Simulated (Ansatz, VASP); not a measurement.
**One calculation of ZrH, two programs**

```xyz
4
Lattice="3.2428 0.0000 0.0000 0.0000 3.2428 0.0000 0.0000 0.0000 4.9480" Properties=species:S:1:pos:R:3 pbc="T T T"
Zr   -0.1414    1.7628    0.0000
Zr    1.4800    0.1414    2.4740
H     0.0000    0.0000    3.7110
H     0.0000    0.0000    1.2370
```

Change from the starting cell: all Zr atoms moved -0.200 Å, as atom 1 along Cartesian [1 -1 0].

Alike in both runs: task single point; functional PBEsol; k mesh 14 × 14 × 10; occupations gaussian, width 0.15 eV; no spin polarisation.

|  | VASP | Ansatz |
| --- | --- | --- |
| version | VASP 6.6.1 | Ansatz 0.2.0 |
| potentials or method | VASP PAW PBE potentials, release 64 (Zr_sv, H), cutoff 520 eV | scalar-relativistic, plane waves, PAW |
| valence electrons in the cell | 26 | 26 |

|  | VASP | Ansatz | Ansatz less VASP |
| --- | --- | --- | --- |
| gap on the k mesh at the Fermi level (eV) | none | none | - |
| pressure (GPa) | -1.5 | -1.6 | -0.04 |
| traceless stress, the component that is largest in VASP (GPa) | 1.61 | 1.61 | 0.000 |
| rms of the force components (eV/Å) | 0.615 | 0.614 | -0.0008 |

VASP's potentials were made for PBE, not for PBEsol. Atom by atom the forces differ by 0.001 eV/Å (rms over components). A gap of «none» marks a metal or a gap that the smearing closes. With one functional, cell and mesh, what is left measures potentials, basis and numerics.
